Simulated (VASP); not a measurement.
Wanted: the native input for a VASP 6.6.1 run.

```
Task                   : single point
Functional             : PBE
Potentials or basis    : VASP PAW PBE potentials, release 64 (Gd)
Cutoff                 : 520 eV
k mesh                 : 14 × 14 × 7
Occupations            : gaussian, width 0.05 eV
Spin                   : collinear spin, antiferromagnetic start
Starting moments       : [7.95, -7.95] μB
Dipole correction      : no
Further INCAR settings : ALGO = Normal; EDIFF = 1e-06; NBANDS = 29
```

The structure of Gd lies in POSCAR:

```
Gd
1.0
    0.0000000000      2.5377949807      2.5377949807
    2.5377949807      0.0000000000      2.5377949807
    5.0841047854      5.0841047854     -0.0085148239
Gd
2
Direct
    0.0000000000      0.0000000000      0.0000000000
    0.0000000000      0.0000000000      0.5000000000
```

The input as run:

INCAR

```
SYSTEM = Gd
ALGO = Normal ; EDIFF = 1E-6
ENCUT = 520 ; GGA = PE
ISIF = 2 ; ISMEAR = 0
ISPIN = 2 ; LASPH = .TRUE.
LCHARG = .FALSE. ; LMAXMIX = 6
LORBIT = 11 ; LREAL = .FALSE.
LWAVE = .FALSE. ; MAGMOM = 7.95 -7.95
NBANDS = 29 ; NELM = 150
PREC = Accurate ; SIGMA = 0.05
```

KPOINTS

```
k-points
0
G
  14 14 7
  0 0 0
```

Potentials or basis: VASP PAW PBE potentials, release 64 (Gd).

Launch:

```bash
$ cat potpaw_PBE.64/Gd/POTCAR > POTCAR
$ mpirun -np 1 vasp_std > vasp.out
```

Results of the run:

```json
{
  "Pressure": "-4.9 GPa",
  "Band gap on the k mesh": "zero (filled and empty bands overlap)",
  "Net moment": "0.00 μB per cell",
  "Site moments": "Gd +6.93, -6.93 μB",
  "Valence electrons inside the program's atomic spheres": "Gd 15.21"
}
```

Caveat: spin-orbit coupling is left out, which moves the levels of the heavy elements.

It took 20 min on 1 thread of Intel(R) Xeon(R) Platinum 8259CL CPU @ 2.50GHz (Skylake/Cascade Lake), on a shared host, peak memory 0.53 GiB.
